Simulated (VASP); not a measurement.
# SnTe (Fm-3m) in VASP: notebook

Runs on SnTe. Level: PBE. Tasks: single point.

Everything below comes from runs of VASP 6.6.1. Logs are shortened: lines on timing, memory, paths and dates and some standing lists are left out, and cuts for length are marked.

### Step 1. The cell of the first run

The structure is cubic, space group Fm-3m (No. 225). The conventional cell has a = 6.124 Å, b = 6.124 Å, c = 6.124 Å, α = 90.00°, β = 90.00°, γ = 90.00°. Within 4.0 Å of Sn (site symmetry m-3m) lie 6 Te at 3.06 Å. Within 4.0 Å of Te (site symmetry m-3m) lie 6 Sn at 3.06 Å.

### Step 2. Single point, PBE (strain -4.0%)

Input file INCAR:

```
PREC = Accurate ; ENCUT = 520
EDIFF = 1E-6 ; ISMEAR = -1
SIGMA = 0.02 ; LREAL = F
LASPH = T ; NELM = 100
ALGO = Normal ; ISIF = 2
LWAVE = F ; LCHARG = F
GGA = PE ; NBANDS = 17
```

Input file KPOINTS:

```
regular mesh
0
Gamma
  8 8 8
```

Input file POSCAR:

```
SnTe
1.0
    0.0000000000      3.0617569295      3.0617569295
    3.0617569295      0.0000000000      3.0617569295
    3.0617569295      3.0617569295      0.0000000000
Sn Te
1 1
Direct
    0.0000000000      0.0000000000      0.0000000000
    0.5000000000      0.5000000000      0.5000000000
```

Potentials or basis: VASP PAW PBE potentials, release 64 (Sn_d, Te).

Launch:

```bash
> cat potpaw_PBE.64/Sn_d/POTCAR potpaw_PBE.64/Te/POTCAR > POTCAR
> mpirun -np 1 vasp_std > vasp.out
```

OUTCAR:

```text
PREC = Accurate
   ENCUT = 520
   EDIFF = 1E-6
   ISMEAR = -1
   LREAL = F
   LASPH = T
   NELM = 100
   ISIF = 2
   GGA = PE

 ion  position               nearest neighbor table
   1  0.000  0.000  0.000-   2 3.06   2 3.06   2 3.06   2 3.06   2 3.06   2 3.06
   2  0.500  0.500  0.500-   1 3.06   1 3.06   1 3.06   1 3.06   1 3.06   1 3.06

  LATTYP: Found a face centered cubic cell.
 ALAT       =     6.1235138590

  Lattice vectors:

 A1 = (   0.0000000000,   3.0617569295,   3.0617569295)
 A2 = (   3.0617569295,   0.0000000000,   3.0617569295)
 A3 = (   3.0617569295,   3.0617569295,   0.0000000000)

Analysis of symmetry for initial positions (statically):
=====================================================================
 Subroutine PRICEL returns:
 Original cell was already a primitive cell.

 Routine SETGRP: Setting up the symmetry group for a
 face centered cubic supercell.

 Subroutine GETGRP returns: Found 48 space group operations
 (whereof 48 operations were pure point group operations)
 out of a pool of 48 trial point group operations.

The static configuration has the point symmetry O_h .

Analysis of symmetry for dynamics (positions and initial velocities):
=====================================================================
 Subroutine PRICEL returns:
 Original cell was already a primitive cell.

 Routine SETGRP: Setting up the symmetry group for a
 face centered cubic supercell.

 Subroutine GETGRP returns: Found 48 space group operations
 (whereof 48 operations were pure point group operations)
 out of a pool of 48 trial point group operations.

The dynamic configuration has the point symmetry O_h .

 Subroutine INISYM returns: Found 48 space group operations
 (whereof 48 operations are pure point group operations),
 and found     1 'primitive' translations

----------------------------------------------------------------------------------------

                                     Primitive cell

  volume of cell :      57.4040

  direct lattice vectors                    reciprocal lattice vectors
     0.000000000  3.061756930  3.061756930    -0.163304930  0.163304930  0.163304930
     3.061756930  0.000000000  3.061756930     0.163304930 -0.163304930  0.163304930
     3.061756930  3.061756930  0.000000000     0.163304930  0.163304930 -0.163304930

  length of vectors
     4.329978174  4.329978174  4.329978174     0.282852435  0.282852435  0.282852435

  position of ions in fractional coordinates (direct lattice)
     0.000000000  0.000000000  0.000000000
     0.500000000  0.500000000  0.500000000

  ion indices of the primitive-cell ions
   primitive index   ion index
                 1           1
                 2           2

----------------------------------------------------------------------------------------

 KPOINTS: regular mesh

Automatic generation of k-mesh.
 Grid dimensions read from file:
 generate k-points for:    8    8    8

 Generating k-lattice:

  Cartesian coordinates                     Fractional coordinates (reciprocal lattice)
    -0.020413116  0.020413116  0.020413116     0.125000000  0.000000000  0.000000000
     0.020413116 -0.020413116  0.020413116     0.000000000  0.125000000  0.000000000
     0.020413116  0.020413116 -0.020413116     0.000000000  0.000000000  0.125000000

  Length of vectors
     0.035356554  0.035356554  0.035356554

  Shift w.r.t. Gamma in fractional coordinates (k-lattice)
     0.000000000  0.000000000  0.000000000

 Subroutine IBZKPT returns following result:
 ===========================================

 Found     29 irreducible k-points:

 Following reciprocal coordinates:
            Coordinates               Weight
  0.000000  0.000000  0.000000      1.000000
  0.125000  0.000000  0.000000      8.000000
  0.250000  0.000000  0.000000      8.000000
  0.375000  0.000000  0.000000      8.000000
  0.500000  0.000000  0.000000      4.000000
  0.125000  0.125000  0.000000      6.000000
[... 16 lines left out ...]
  0.500000  0.250000  0.125000     48.000000
 -0.375000  0.250000  0.125000     24.000000
 [... further k-points ...]
   k-points           NKPTS =     29   k-points in BZ     NKDIM =     29   number of bands    NBANDS=     17
   number of dos      NEDOS =    301   number of ions     NIONS =      2
   total plane-waves  NPLWV =  32768
   dimension x,y,z NGX =    32 NGY =   32 NGZ =   32
   dimension x,y,z NGXF=    64 NGYF=   64 NGZF=   64
   ions per type =               1   1
   NGX,Y,Z   is equivalent  to a cutoff of  12.29, 12.29, 12.29 a.u.
   NGXF,Y,Z  is equivalent  to a cutoff of  24.57, 24.57, 24.57 a.u.
 SYSTEM =  unknown system
   PREC   = accura    normal or accurate (medium, high low for compatibility)
   ISTART =      0    job   : 0-new  1-cont  2-samecut
   ICHARG =      2    charge: 1-file 2-atom 10-const
   ISPIN  =      1    spin polarized calculation?
   LNONCOLLINEAR =      F non collinear calculations
   LSORBIT =      F    spin-orbit coupling
   LASPH  =      T    aspherical Exc in radial PAW
   ENCUT  =  520.0 eV  38.22 Ry    6.18 a.u.   8.05  8.05  8.05*2*pi/ulx,y,z
   NELM   =    100;   NELMIN=  2; NELMDL= -5     # of ELM steps
   EDIFF  = 0.1E-05   stopping-criterion for ELM
   LREAL  =      F    real-space projection
   EDIFFG = 0.1E-04   stopping-criterion for IOM
   NSW    =      0    number of steps for IOM
   IBRION =     -1    ionic relax: 0-MD 1-quasi-New 2-CG
   NFREE  =      0    steps in history (QN), initial steepest desc. (CG)
   ISIF   =      2    stress and relaxation
   ISYM   =      2    0-nonsym 1-usesym 2-fastsym
   POTIM  = 0.5000    time-step for ionic-motion
   TEBEG  =    0.0;   TEEND  =   0.0 temperature during run
   PSTRESS=    0.0 pullay stress
   NELECT =      20.0000    total number of electrons
   NUPDOWN=      -1.0000    fix difference up-down
   EMIN   =  10.00;   EMAX   =-10.00  energy-range for DOS
   EFERMI =   0.00;   METHOD = LEGACY
   ISMEAR =    -1;   SIGMA  =   0.02  broadening in eV -4-tet -1-fermi 0-gaus
   EFERMI_NEDOS =   21; number of points for ismear=-14 and -15
   IALGO  =     38    algorithm
   IMIX   =      4    mixing-type and parameters
     AMIX     =   0.40;   BMIX     =  1.00
     AMIX_MAG =   1.60;   BMIX_MAG =  1.00
  volume/ion in A,a.u.               =      28.70       193.69
  Fermi-wavevector in a.u.,A,eV,Ry     =   1.151960  2.176889 18.055097  1.327012
  Thomas-Fermi vector in A             =   2.288614
   LORBIT       =      0    0 simple, 1 ext, 2 COOP (PROOUT), +10 PAW based schemes
   GGA     = PE    functional components
   LHFCALC =     F    Hartree Fock is set to
   AEXX    =    0.0000 exact exchange contribution
   IVDW    =     0    specifies the selected vdW correction
   LEPSILON=     F    determine dielectric tensor
   LRPA    =     F    only Hartree local field effects (RPA)
 non-spin polarized calculation
  energy-cutoff  :      520.00
  volume of cell :       57.40
 maximum number of plane-waves:      1572
   NGX = 17   NGY = 17   NGZ = 17

 number of electron      19.9999990 magnetization

 Free energy of the ion-electron system (eV)
  ---------------------------------------------------
  ext. energy  EPLUGINS =         0.00000000
  ---------------------------------------------------
  free energy    TOTEN  =        -7.38829692 eV

  energy without entropy =       -7.38828788  energy(sigma->0) =       -7.38829240

 E-fermi :   8.1635     XC(G=0):  -9.8874

 val. band max:        8.0369857616   @ k =   0.5000   0.0000   0.0000
 cond. band min:       8.3030800038   @ k =   0.5000   0.0000   0.0000
 fundamental gap:      0.2660942421
 Fermi energy:         8.1634781456

 k-point     1 :       0.0000    0.0000    0.0000
  band No.  band energies     occupation
      1     -13.8808      2.00000
      2     -13.8808      2.00000
      3     -13.8693      2.00000
      4     -13.8693      2.00000
      5     -13.8693      2.00000
      6      -5.3957      2.00000
[... 9 lines left out ...]
     16      12.6691      0.00000
     17      14.6513      0.00000

 k-point     2 :       0.1250    0.0000    0.0000
  band No.  band energies     occupation
      1     -13.8819      2.00000
      2     -13.8819      2.00000
      3     -13.8691      2.00000
      4     -13.8681      2.00000
      5     -13.8681      2.00000
      6      -5.2462      2.00000
[... 9 lines left out ...]
     16      13.0180      0.00000
     17      15.8405      0.00000

 k-point     3 :       0.2500    0.0000    0.0000
  band No.  band energies     occupation
      1     -13.8847      2.00000
      2     -13.8847      2.00000
      3     -13.8684      2.00000
      4     -13.8647      2.00000
      5     -13.8647      2.00000
      6      -4.8208      2.00000
[... 9 lines left out ...]
     16      13.9651      0.00000
     17      18.1955      0.00000

 k-point     4 :       0.3750    0.0000    0.0000
  band No.  band energies     occupation
      1     -13.8878      2.00000
      2     -13.8878      2.00000
      3     -13.8677      2.00000
      4     -13.8610      2.00000
      5     -13.8610      2.00000
      6      -4.2317      2.00000
[... 9 lines left out ...]
     16      15.4277      0.00000
     17      18.8987      0.00000

 k-point     5 :       0.5000    0.0000    0.0000
  band No.  band energies     occupation
      1     -13.8891      2.00000
      2     -13.8891      2.00000
      3     -13.8675      2.00000
      4     -13.8594      2.00000
      5     -13.8594      2.00000
      6      -3.8804      2.00000
[... 9 lines left out ...]
     16      17.0045      0.00000
     17      17.1854      0.00000

 k-point     6 :       0.1250    0.1250    0.0000
  band No.  band energies     occupation
      1     -13.8844      2.00000
      2     -13.8799      2.00000
      3     -13.8702      2.00000
      4     -13.8672      2.00000
      5     -13.8672      2.00000
      6      -5.1965      2.00000
[... 9 lines left out ...]
     16      13.6241      0.00000
     17      15.1756      0.00000
[... 281 lines left out ...]
 k-point    21 :       0.5000    0.5000    0.0000
  band No.  band energies     occupation
      1     -13.9091      2.00000
      2     -13.8752      2.00000
      3     -13.8740      2.00000
      4     -13.8536      2.00000
      5     -13.8536      2.00000
      6      -3.4865      2.00000
[... 9 lines left out ...]
     16      18.9275      0.00000
     17      19.3520      0.00000

 k-point    22 :       0.3750    0.2500    0.1250
  band No.  band energies     occupation
      1     -13.8920      2.00000
      2     -13.8811      2.00000
      3     -13.8699      2.00000
      4     -13.8619      2.00000
      5     -13.8614      2.00000
      6      -4.4673      2.00000
[... 9 lines left out ...]
     16      16.3689      0.00000
     17      16.4954      0.00000

 k-point    23 :       0.5000    0.2500    0.1250
  band No.  band energies     occupation
      1     -13.8941      2.00000
      2     -13.8836      2.00000
      3     -13.8676      2.00000
      4     -13.8611      2.00000
      5     -13.8587      2.00000
      6      -3.9417      2.00000
[... 9 lines left out ...]
     16      16.5027      0.00000
     17      17.9668      0.00000

 k-point    24 :      -0.3750    0.2500    0.1250
  band No.  band energies     occupation
      1     -13.8946      2.00000
      2     -13.8851      2.00000
      3     -13.8654      2.00000
      4     -13.8622      2.00000
      5     -13.8574      2.00000
      6      -3.6485      2.00000
[... 9 lines left out ...]
     16      17.6311      0.00000
     17      17.7396      0.00000

 [... further k-points ...]
[... 5 lines left out ...]
  --------------------------------------------------------------------------------------
  -------------------------------------------------------------------------------------
  Total        2.7028229      2.7028229      2.7028229      0.0000000      0.0000000      0.0000000
  in kB       75.4372857     75.4372857     75.4372857      0.0000000      0.0000000      0.0000000
  external PRESSURE =      75.4372857 kB  Pullay stress =       0.0000000 kB

 VOLUME and BASIS-vectors are now :
 -----------------------------------------------------------------------------
  energy-cutoff  :      520.00
  volume of cell :       57.40
      direct lattice vectors                 reciprocal lattice vectors
     0.000000000  3.061756930  3.061756930    -0.163304930  0.163304930  0.163304930
     3.061756930  0.000000000  3.061756930     0.163304930 -0.163304930  0.163304930
     3.061756930  3.061756930  0.000000000     0.163304930  0.163304930 -0.163304930

 POSITION                                       TOTAL-FORCE (eV/Angst)
 -----------------------------------------------------------------------------------
      0.00000      0.00000      0.00000        -0.000000      0.000000      0.000000
      3.06176      3.06176      3.06176         0.000000     -0.000000     -0.000000
 -----------------------------------------------------------------------------------
    total drift:                                0.000000     -0.000000     -0.000000

  FREE ENERGIE OF THE ION-ELECTRON SYSTEM (eV)
  ---------------------------------------------------
  free  energy   TOTEN  =        -7.3882969205 eV

  energy  without entropy=       -7.3882878785  energy(sigma->0) =       -7.38829240
```

Run time: 8.3 s. Hardware: 1 thread of Intel Xeon 6975P-C (Granite Rapids), shared host; peak memory 0.18 GiB.

Results:

```yaml
Free_energy: -7.3883 eV
Pressure: 7.5 GPa
Band_gap_on_the_k_mesh: 0.27 eV, direct
```

Levels at points of the mesh, in eV from the valence-band top:
```csv
k point,band 6,band 7,band 8,band 9,band 10,band 11,band 12,band 13,band 14,band 15
"(0.00, 0.00, 0.00)",-13.43,-4.26,-2.34,-2.34,-2.34,3.58,3.58,3.58,4.63,4.63
"(0.50, 0.00, 0.00)",-11.92,-8.80,-1.97,-1.97,0.00,0.27,0.27,0.37,8.05,8.97
"(0.50, 0.50, 0.00)",-11.52,-6.50,-6.17,-4.14,-4.14,1.86,5.41,5.41,7.12,9.29
```

Caveat: the cell differs from its parent crystal (strain -4.0%); spin-orbit coupling is left out, which moves the levels of the heavy elements. A k mesh can miss the band edges.

(Continued in part 2 of 2.)
